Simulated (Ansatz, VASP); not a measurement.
One calculation of Fe5Si3, two programs

```
Si Fe
1.0
     0.00000    0.00000    4.58092
     4.49678   -4.49678    2.29046
     4.49678    4.49678   -2.29046
Si Fe
6 10
Direct
  0.25000 0.00000 0.00000
  0.75000 0.00000 0.00000
  0.67000 0.50000 0.84000
  0.17000 0.16000 0.50000
  0.33000 0.50000 0.16000
  0.83000 0.84000 0.50000
  0.75000 0.50000 0.50000
  0.25000 0.50000 0.50000
  0.22300 0.85100 0.29700
  0.07400 0.70300 0.85100
  0.77700 0.14900 0.70300
  0.92600 0.29700 0.14900
  0.27700 0.29700 0.85100
  0.42600 0.85100 0.70300
  0.72300 0.70300 0.14900
  0.57400 0.14900 0.29700
```

Alike in both runs: task single point; functional r2SCAN; k mesh 6 × 6 × 6; occupations gaussian, width 0.0116 eV; no spin polarisation.

|  | VASP | Ansatz |
| --- | --- | --- |
| version | VASP 6.6.1 | Ansatz 0.2.0 |
| potentials or method | VASP PAW PBE potentials, release 64 (Si, Fe), cutoff 520 eV | PAW plane waves |
| valence electrons in the cell | 104 | 184 |

|  | VASP | Ansatz | Ansatz less VASP |
| --- | --- | --- | --- |
| pressure (GPa) | -20.6 | -21.0 | -0.40 |
| rms of the force components (eV/Å) | 0.219 | 0.218 | -0.0012 |

VASP's potentials were made for PBE, not for r2SCAN. The functional is the same, so the differences come from potentials, cutoffs and numerics. VASP's potentials hold 104 valence electrons a cell and Ansatz's 184, so a difference there can come from the potentials and not from the codes. Ansatz's warnings: structure snapped to symmetry.
